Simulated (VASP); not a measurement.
Rh, 2 atoms in the cell. The structure is hexagonal, space group P6_3/mmc (No. 194). Conventional cell: a = 2.689 Å, b = 2.689 Å, c = 4.334 Å, α = 90.00°, β = 90.00°, γ = 120.00°. Within 3.5 Å of Rh (site symmetry -6m2) lie 12 Rh at 2.67 to 2.69 Å. This isn't the form of Rh at room conditions, which is fcc.

```yaml
Program: VASP 6.6.1
Task: elastic constants
Functional: PBEsol
Potentials_or_basis: VASP PAW PBE potentials, release 64 (Rh_pv)
Cutoff: 600 eV
k_mesh: 18 × 18 × 10
Occupations: fermi-dirac, width 0.1 eV
Spin: no spin polarisation
Dipole_correction: no
Ions_in_elastic_constants: relaxed
Further_INCAR_settings: ALGO = Normal; EDIFF = 1e-08; NBANDS = 22; IBRION = 6; POTIM = 0.015; NSW = 1; ISIF = 3
```

Potentials or basis: VASP PAW PBE potentials, release 64 (Rh_pv).

Command:

```bash
$ cat potpaw_PBE.64/Rh_pv/POTCAR > POTCAR
$ mpirun -np 4 vasp_std > vasp.out
```

Hardware: 4 MPI ranks on Oxide Virtual Turin-like Processor, with other jobs on the host.

Q: Estimate the wall time of this run.

A: Wall time 36 min on 4 MPI ranks on Oxide Virtual Turin-like Processor, with other jobs on the host, peak memory 0.99 GiB a rank. Counts: scf iterations 173, k points 222.
